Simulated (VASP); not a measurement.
# TaN in VASP: further runs, part 2 of 3

VASP 6.6.1. Earlier steps stand in the parts before.

## Step 3: Electric field gradients, PBEsol (zz strain of +1 %)

INCAR

```
  PREC = Accurate
  ENCUT = 520
  EDIFF = 1E-8
  ISMEAR = -1
  SIGMA = 0.02
  LREAL = False
  LASPH = True
  NELM = 60
  ALGO = Normal
  ISIF = 2
  LWAVE = False
  LCHARG = False
  GGA = PS
  LEFG = True
  NBANDS = 15
```

KPOINTS

```
regular mesh
0
Gamma
  9 9 9
```

POSCAR

```
TaN
1.0
    0.0000000000      2.1790000000      2.2007900000
    2.1790000000      0.0000000000      2.2007900000
    2.1790000000      2.1790000000      0.0000000000
Ta N
1 1
Direct
    0.5000000000      0.5000000000      0.5000000000
    0.0000000000      0.0000000000      0.0000000000
```

Potentials or basis: VASP PAW PBE potentials, release 64 (Ta_pv, N).

Run with:

```
> cat potpaw_PBE.64/Ta_pv/POTCAR potpaw_PBE.64/N/POTCAR > POTCAR
> mpirun -np 1 vasp_std > vasp.out
```

OUTCAR:

```text
PREC = Accurate
   ENCUT = 520
   EDIFF = 1E-8
   ISMEAR = -1
   LREAL = False
   LASPH = True
   NELM = 60
   ISIF = 2
   GGA = PS

 ion  position               nearest neighbor table
   1  0.500  0.500  0.500-   2 2.18   2 2.18   2 2.18   2 2.18   2 2.20   2 2.20
   2  0.000  0.000  0.000-   1 2.18   1 2.18   1 2.18   1 2.18   1 2.20   1 2.20

  LATTYP: Found a body centered tetragonal cell.
 ALAT       =     3.0815713524
 C/A-ratio  =     1.4283556980

  Lattice vectors:

 A1 = (  -2.1790000000,   0.0000000000,   2.2007900000)
 A2 = (   2.1790000000,   0.0000000000,   2.2007900000)
 A3 = (   0.0000000000,   2.1790000000,  -2.2007900000)

Analysis of symmetry for initial positions (statically):
=====================================================================
 Subroutine PRICEL returns:
 Original cell was already a primitive cell.

[... 621 lines left out ...]
  energy-cutoff  :      520.00
  volume of cell :       20.90
      direct lattice vectors                 reciprocal lattice vectors
     0.000000000  2.179000000  2.200790000    -0.229463056  0.229463056  0.227191145
     2.179000000  0.000000000  2.200790000     0.229463056 -0.229463056  0.227191145
     2.179000000  2.179000000  0.000000000     0.229463056  0.229463056 -0.227191145

 POSITION                                       TOTAL-FORCE (eV/Angst)
 -----------------------------------------------------------------------------------
      2.17900      2.17900      2.20079         0.000000     -0.000000     -0.000000
      0.00000      0.00000      0.00000        -0.000000      0.000000      0.000000
 -----------------------------------------------------------------------------------
    total drift:                                0.000000     -0.000000     -0.000000

  FREE ENERGIE OF THE ION-ELECTRON SYSTEM (eV)
  ---------------------------------------------------
  free  energy   TOTEN  =       -23.2101920207 eV

  energy  without entropy=      -23.2088514396  energy(sigma->0) =      -23.20952173

 Electric field gradients (V/A^2)
---------------------------------------------------------------------
 ion       V_xx      V_yy      V_zz      V_xy      V_xz      V_yz
---------------------------------------------------------------------
   1     -22.999   -22.999    45.998     0.000     0.000     0.000
   2      -1.730    -1.730     3.459     0.000     0.000     0.000
---------------------------------------------------------------------

 Electric field gradients after diagonalization (V/A^2)
 (convention: |V_zz| > |V_xx| > |V_yy|)
----------------------------------------------------------------------
 ion       V_xx      V_yy      V_zz     asymmetry (V_yy - V_xx)/ V_zz
----------------------------------------------------------------------
   1     -22.999   -22.999    45.998       0.000
   2      -1.730    -1.730     3.459       0.000
----------------------------------------------------------------------

           NMR quadrupolar parameters

 Cq : quadrupolar parameter    Cq=e*Q*V_zz/h
 eta: asymmetry parameters     (V_yy - V_xx)/ V_zz
 Q  : nuclear electric quadrupole moment in mb (millibarn)
----------------------------------------------------------------------
 ion       Cq(MHz)       eta       Q (mb)
----------------------------------------------------------------------
   1       0.111       0.000       1.000
   2       0.008       0.000       1.000
----------------------------------------------------------------------
```

OSZICAR:

```text
N       E                     dE             d eps       ncg     rms          rms(c)
DAV:   1     0.898371364187E+02    0.89837E+02   -0.87190E+03  2250   0.113E+03
DAV:   2    -0.230594771422E+02   -0.11290E+03   -0.10581E+03  2761   0.306E+02
DAV:   3    -0.259831041507E+02   -0.29236E+01   -0.29051E+01  2537   0.455E+01
DAV:   4    -0.259951802277E+02   -0.12076E-01   -0.12072E-01  2859   0.309E+00
DAV:   5    -0.259952593996E+02   -0.79172E-04   -0.79172E-04  2621   0.220E-01    0.253E+01
DAV:   6    -0.233114318501E+02    0.26838E+01   -0.47777E+00  2751   0.251E+01    0.107E+01
DAV:   7    -0.232482463805E+02    0.63185E-01   -0.52212E-01  2677   0.570E+00    0.720E+00
DAV:   8    -0.232169291832E+02    0.31317E-01   -0.15298E-01  2586   0.316E+00    0.155E+00
DAV:   9    -0.232104036588E+02    0.65255E-02   -0.19034E-02  2488   0.111E+00    0.359E-01
DAV:  10    -0.232102459307E+02    0.15773E-03   -0.14432E-03  2677   0.406E-01    0.740E-02
DAV:  11    -0.232101929496E+02    0.52981E-04   -0.11187E-04  2495   0.119E-01    0.198E-02
DAV:  12    -0.232101922279E+02    0.72165E-06   -0.72312E-06  2656   0.251E-02    0.363E-03
DAV:  13    -0.232101920116E+02    0.21637E-06   -0.34156E-07  2558   0.489E-03    0.235E-03
DAV:  14    -0.232101920279E+02   -0.16299E-07   -0.18613E-08  2449   0.122E-03    0.332E-04
DAV:  15    -0.232101920207E+02    0.71177E-08   -0.89581E-10  1314   0.360E-04
   1 F= -.23210192E+02 E0= -.23209522E+02  d E =-.134058E-02
```

stdout:

```text
POSCAR found type information on POSCAR TaN
 POSCAR found :  2 types and       2 ions
 scaLAPACK will be used
 -----------------------------------------------------------------------------
|                                                                             |
|                                                                             |
|     You enforced a specific xc type in the INCAR file but a different       |
|     I HOPE YOU KNOW WHAT YOU ARE DOING!                                     |
|                                                                             |
 -----------------------------------------------------------------------------

 LDA part: xc-table for (Slater+PW92), standard interpolation
 POSCAR, INCAR and KPOINTS ok, starting setup
 FFT: planning ... GRIDC
 FFT: planning ... GRID_SOFT
 FFT: planning ... GRID
 WAVECAR not read
 entering main loop
ion   1

ion   2
```

Wall time 15 s (1 thread of Intel Xeon Platinum 8488C (Sapphire Rapids), shared host); peak memory 0.13 GiB.

What came out:

```
Free energy            : -23.2102 eV
Pressure               : 1.8 GPa
Band gap on the k mesh : zero (band 8 reaches 11.17 eV, above the bottom of band 9 at 7.43 eV)
```

Stress tensor (GPa, compression positive):
```
 4.38  0.00  0.00
 0.00  4.38  0.00
 0.00  0.00 -3.42
```

Electric field gradients, principal values (V/Å²):
| atom | least | middle | greatest (by size) |
| --- | --- | --- | --- |
| 1 Ta | -22.999 | -22.999 | 45.998 |
| 2 N | -1.730 | -1.730 | 3.459 |

Caveat: the cell differs from its parent crystal (zz strain of +1 %); without QUAD_EFG the Cq values of the log hold for a quadrupole moment of 1 mb, not for the nuclei; the PAW data sets were made with another functional, which shifts forces and pressure a little; spin-orbit coupling is left out, which moves the levels of the heavy elements.

## Step 4: Electric field gradients, PBEsol (zz strain of +1 %)

INCAR: that of step 3 with these lines changed.

```diff
@@ -7,3 +7,3 @@
   LASPH = True
-  NELM = 60
+  NELM = 120
   ALGO = Normal
@@ -14,2 +14,3 @@
   LEFG = True
-  NBANDS = 15
+  NBANDS = 16
+  GGA_COMPAT = False
```

KPOINTS is that of step 3.

POSCAR is that of step 3.

Potentials or basis: VASP PAW PBE potentials, release 64 (Ta_sv_GW, N).

Run with:

```
> cat potpaw_PBE.64/Ta_sv_GW/POTCAR potpaw_PBE.64/N/POTCAR > POTCAR
> mpirun -np 1 vasp_std > vasp.out
```

OUTCAR:

```text
PREC = Accurate
   ENCUT = 520
   EDIFF = 1E-8
   ISMEAR = -1
   LREAL = False
   LASPH = True
   NELM = 120
   ISIF = 2
   GGA = PS

 ion  position               nearest neighbor table
   1  0.500  0.500  0.500-   2 2.18   2 2.18   2 2.18   2 2.18   2 2.20   2 2.20
   2  0.000  0.000  0.000-   1 2.18   1 2.18   1 2.18   1 2.18   1 2.20   1 2.20

  LATTYP: Found a body centered tetragonal cell.
 ALAT       =     3.0815713524
 C/A-ratio  =     1.4283556980

  Lattice vectors:

 A1 = (  -2.1790000000,   0.0000000000,   2.2007900000)
 A2 = (   2.1790000000,   0.0000000000,   2.2007900000)
 A3 = (   0.0000000000,   2.1790000000,  -2.2007900000)

Analysis of symmetry for initial positions (statically):
=====================================================================
 Subroutine PRICEL returns:
 Original cell was already a primitive cell.

[... 645 lines left out ...]
  energy-cutoff  :      520.00
  volume of cell :       20.90
      direct lattice vectors                 reciprocal lattice vectors
     0.000000000  2.179000000  2.200790000    -0.229463056  0.229463056  0.227191145
     2.179000000  0.000000000  2.200790000     0.229463056 -0.229463056  0.227191145
     2.179000000  2.179000000  0.000000000     0.229463056  0.229463056 -0.227191145

 POSITION                                       TOTAL-FORCE (eV/Angst)
 -----------------------------------------------------------------------------------
      2.17900      2.17900      2.20079        -0.000000      0.000000      0.000000
      0.00000      0.00000      0.00000         0.000000     -0.000000     -0.000000
 -----------------------------------------------------------------------------------
    total drift:                                0.000000     -0.000000      0.000000

  FREE ENERGIE OF THE ION-ELECTRON SYSTEM (eV)
  ---------------------------------------------------
  free  energy   TOTEN  =       -25.7543400678 eV

  energy  without entropy=      -25.7530648031  energy(sigma->0) =      -25.75370244

 Electric field gradients (V/A^2)
---------------------------------------------------------------------
 ion       V_xx      V_yy      V_zz      V_xy      V_xz      V_yz
---------------------------------------------------------------------
   1     -24.959   -24.959    49.918     0.000     0.000     0.000
   2      -1.725    -1.725     3.449     0.000     0.000     0.000
---------------------------------------------------------------------

 Electric field gradients after diagonalization (V/A^2)
 (convention: |V_zz| > |V_xx| > |V_yy|)
----------------------------------------------------------------------
 ion       V_xx      V_yy      V_zz     asymmetry (V_yy - V_xx)/ V_zz
----------------------------------------------------------------------
   1     -24.959   -24.959    49.918       0.000
   2      -1.725    -1.725     3.449       0.000
----------------------------------------------------------------------

           NMR quadrupolar parameters

 Cq : quadrupolar parameter    Cq=e*Q*V_zz/h
 eta: asymmetry parameters     (V_yy - V_xx)/ V_zz
 Q  : nuclear electric quadrupole moment in mb (millibarn)
----------------------------------------------------------------------
 ion       Cq(MHz)       eta       Q (mb)
----------------------------------------------------------------------
   1       0.121       0.000       1.000
   2       0.008       0.000       1.000
----------------------------------------------------------------------
```

It took 12 s on 1 thread of Intel Xeon 6975P-C (Granite Rapids), shared host; peak memory 0.16 GiB.

Results:

* Free energy: -25.7543 eV
* Pressure: 0.6 GPa
* Band gap on the k mesh: zero (band 9 reaches 15.50 eV, above the bottom of band 10 at 11.78 eV)

Stress tensor (GPa, compression positive):
```
 3.16  0.00  0.00
 0.00  3.16  0.00
 0.00  0.00 -4.65
```

Electric field gradients, principal values (V/Å²):
```tsv
atom	least	middle	greatest (by size)
1 Ta	-24.959	-24.959	49.918
2 N	-1.725	-1.725	3.449
```

Caveat: the cell differs from its parent crystal (zz strain of +1 %); without QUAD_EFG the Cq values of the log hold for a quadrupole moment of 1 mb, not for the nuclei; the PAW data sets were made with another functional, which shifts forces and pressure a little; spin-orbit coupling is left out, which moves the levels of the heavy elements.

## Step 5: Electric field gradients, PBEsol (equal xx and yy strain of -1 %)

INCAR

```
SYSTEM = TaN
PREC = Accurate
ENCUT = 520
EDIFF = 1E-8
ISMEAR = -1
SIGMA = 0.02
LREAL = .False.
LASPH = .True.
NELM = 120
ALGO = Normal
ISIF = 2
LWAVE = .False.
LCHARG = .False.
GGA = PS
LEFG = .True.
NBANDS = 16
GGA_COMPAT = .False.
```

KPOINTS

```
regular mesh
0
Gamma
  9 9 9
  0 0 0
```

POSCAR

```
TaN
1.0
    0.0000000000      2.1572100000      2.1790000000
    2.1572100000      0.0000000000      2.1790000000
    2.1572100000      2.1572100000      0.0000000000
Ta N
1 1
Direct
    0.5000000000      0.5000000000      0.5000000000
    0.0000000000      0.0000000000      0.0000000000
```

Potentials or basis: VASP PAW PBE potentials, release 64 (Ta_sv_GW, N).

Run with:

```
> cat potpaw_PBE.64/Ta_sv_GW/POTCAR potpaw_PBE.64/N/POTCAR > POTCAR
> mpirun -np 1 vasp_std > vasp.out
```

OUTCAR:

```text
SYSTEM = TaN
   PREC = Accurate
   ENCUT = 520
   EDIFF = 1E-8
   ISMEAR = -1
   LREAL = .False.
   LASPH = .True.
   NELM = 120
   ISIF = 2
   GGA = PS

 ion  position               nearest neighbor table
   1  0.500  0.500  0.500-   2 2.16   2 2.16   2 2.16   2 2.16   2 2.18   2 2.18
   2  0.000  0.000  0.000-   1 2.16   1 2.16   1 2.16   1 2.16   1 2.18   1 2.18

  LATTYP: Found a body centered tetragonal cell.
 ALAT       =     3.0507556389
 C/A-ratio  =     1.4284985479

  Lattice vectors:

 A1 = (  -2.1572100000,   0.0000000000,   2.1790000000)
 A2 = (   2.1572100000,   0.0000000000,   2.1790000000)
 A3 = (   0.0000000000,   2.1572100000,  -2.1790000000)

Analysis of symmetry for initial positions (statically):
=====================================================================
 Subroutine PRICEL returns:
 Original cell was already a primitive cell.

 Routine SETGRP: Setting up the symmetry group for a
[... 646 lines left out ...]
      direct lattice vectors                 reciprocal lattice vectors
     0.000000000  2.157210000  2.179000000    -0.231780865  0.231780865  0.229463056
     2.157210000  0.000000000  2.179000000     0.231780865 -0.231780865  0.229463056
     2.157210000  2.157210000  0.000000000     0.231780865  0.231780865 -0.229463056

 POSITION                                       TOTAL-FORCE (eV/Angst)
 -----------------------------------------------------------------------------------
      2.15721      2.15721      2.17900         0.000000      0.000000      0.000000
      0.00000      0.00000      0.00000        -0.000000      0.000000      0.000000
 -----------------------------------------------------------------------------------
    total drift:                                0.000000     -0.000000      0.000000

  FREE ENERGIE OF THE ION-ELECTRON SYSTEM (eV)
  ---------------------------------------------------
  free  energy   TOTEN  =       -25.7276510947 eV

  energy  without entropy=      -25.7264746688  energy(sigma->0) =      -25.72706288

 Electric field gradients (V/A^2)
---------------------------------------------------------------------
 ion       V_xx      V_yy      V_zz      V_xy      V_xz      V_yz
---------------------------------------------------------------------
   1     -26.367   -26.367    52.734    -0.000     0.000     0.000
   2      -1.761    -1.761     3.522    -0.000    -0.000    -0.000
---------------------------------------------------------------------

 Electric field gradients after diagonalization (V/A^2)
 (convention: |V_zz| > |V_xx| > |V_yy|)
----------------------------------------------------------------------
 ion       V_xx      V_yy      V_zz     asymmetry (V_yy - V_xx)/ V_zz
----------------------------------------------------------------------
   1     -26.367   -26.367    52.734       0.000
   2      -1.761    -1.761     3.522       0.000
----------------------------------------------------------------------

           NMR quadrupolar parameters

 Cq : quadrupolar parameter    Cq=e*Q*V_zz/h
 eta: asymmetry parameters     (V_yy - V_xx)/ V_zz
 Q  : nuclear electric quadrupole moment in mb (millibarn)
----------------------------------------------------------------------
 ion       Cq(MHz)       eta       Q (mb)
----------------------------------------------------------------------
   1       0.128       0.000       1.000
   2       0.009       0.000       1.000
----------------------------------------------------------------------
```

stdout:

```text
POSCAR found type information on POSCAR TaN
 POSCAR found :  2 types and       2 ions
 scaLAPACK will be used
 -----------------------------------------------------------------------------
|                                                                             |
|                                                                             |
|     You enforced a specific xc type in the INCAR file but a different       |
|     I HOPE YOU KNOW WHAT YOU ARE DOING!                                     |
|                                                                             |
 -----------------------------------------------------------------------------

 LDA part: xc-table for (Slater+PW92), standard interpolation
 POSCAR, INCAR and KPOINTS ok, starting setup
 FFT: planning ... GRIDC
 FFT: planning ... GRID_SOFT
 FFT: planning ... GRID
 WAVECAR not read
 entering main loop
ion   1

ion   2
```

Wall time 21 s (1 thread of Intel Xeon 6975P-C (Granite Rapids), shared host); peak memory 0.16 GiB.

Results:

- Free energy: -25.7277 eV
- Pressure: 12.2 GPa
- Band gap on the k mesh: zero (band 9 reaches 16.05 eV, above the bottom of band 10 at 12.17 eV)

Stress tensor (GPa, compression positive):
```
15.22  0.00  0.00
 0.00 15.22  0.00
 0.00  0.00  6.24
```

Levels at points of the mesh, in eV from the Fermi level:
```csv
k point,band 7,band 8,band 9,band 10,band 11,band 12
"(0.00, 0.00, 0.00)",-3.79,-3.79,-2.23,-2.10,-2.10,0.06
```

Electric field gradients, principal values (V/Å²):
```
atom    least   middle  greatest (by size)
1 Ta  -26.367  -26.367              52.734
 2 N   -1.761   -1.761               3.522
```

Caveat: the cell differs from its parent crystal (equal xx and yy strain of -1 %); without QUAD_EFG the Cq values of the log hold for a quadrupole moment of 1 mb, not for the nuclei; the PAW data sets were made with another functional, which shifts forces and pressure a little; spin-orbit coupling is left out, which moves the levels of the heavy elements.

[end of part 2 of 3]
